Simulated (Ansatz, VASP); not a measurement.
**One calculation of SnH2Br2, two programs**

INCAR

```
PREC = Accurate
ENCUT = 520
EDIFF = 1E-6
ISMEAR = 0
SIGMA = 0.1
LREAL = F
LASPH = T
NELM = 60
ALGO = Normal
ISIF = 2
LWAVE = F
LCHARG = F
GGA = PE
NBANDS = 23
```

File KPOINTS:

```
regular mesh
0
Gamma
  6 6 6
```

The input POSCAR:

```
SnH2Br2
1.0
   -2.2785714300      2.2785714300      5.4486493000
    2.2785714300     -2.2785714300      5.4486493000
    2.2785714300      2.2785714300     -5.4486493000
Sn H Br
1 2 2
Direct
    0.0000000000      0.0000000000      0.0000000000
    0.7500000000      0.2500000000      0.5000000000
    0.2500000000      0.7500000000      0.5000000000
    0.6421839600      0.6421839600      0.0000000000
    0.3578160400      0.3578160400      0.0000000000
```

Input for Ansatz:

```yaml
crystal:
  lattice:
    - [-2.27857143, 2.27857143, 5.4486493]
    - [2.27857143, -2.27857143, 5.4486493]
    - [2.27857143, 2.27857143, -5.4486493]
  atoms:
    - { symbol: Sn, position: [0.0, 0.0, 0.0] }
    - { symbol: H, position: [0.75, 0.25, 0.5] }
    - { symbol: H, position: [0.25, 0.75, 0.5] }
    - { symbol: Br, position: [0.64218396, 0.64218396, 0.0] }
    - { symbol: Br, position: [0.35781604, 0.35781604, 0.0] }
basis:
  ecutwfc: 420
kpoints:
  mp_grid: { grid: [6, 6, 6] }
hamiltonian:
  xc: pbe
scf:
  occupations: { method: gaussian, width: 0.1 }
  lower_state_search: "off"
output:
  forces: true
  stress: true
  eigenvalues: true
```

Change from the starting cell: species swapped into the SrGe2Ru2 type (I4/mmm, No. 139).

Alike in both runs: task single point; functional PBE; k mesh 6 × 6 × 6; occupations gaussian, width 0.1 eV; no spin polarisation.

|  | VASP | Ansatz |
| --- | --- | --- |
| version | VASP 6.6.1 | Ansatz 0.2.0 |
| potentials or method | VASP PAW PBE potentials, release 64 (Sn_d, H, Br), cutoff 520 eV | scalar-relativistic, plane waves, PAW |
| valence electrons in the cell | 30 | 30 |

|  | VASP | Ansatz | Ansatz less VASP |
| --- | --- | --- | --- |
| gap on the k mesh at the Fermi level (eV) | none | none | - |
| pressure (GPa) | -4.9 | -4.9 | +0.03 |
| traceless stress, the component that is largest in VASP (GPa) | 2.16 | 2.16 | 0.000 |
| rms of the force components (eV/Å) | 0.348 | 0.348 | -0.0004 |

Atom by atom the forces differ by 0.000 eV/Å (rms over components). A gap of «none» marks a metal or a gap that the smearing closes.
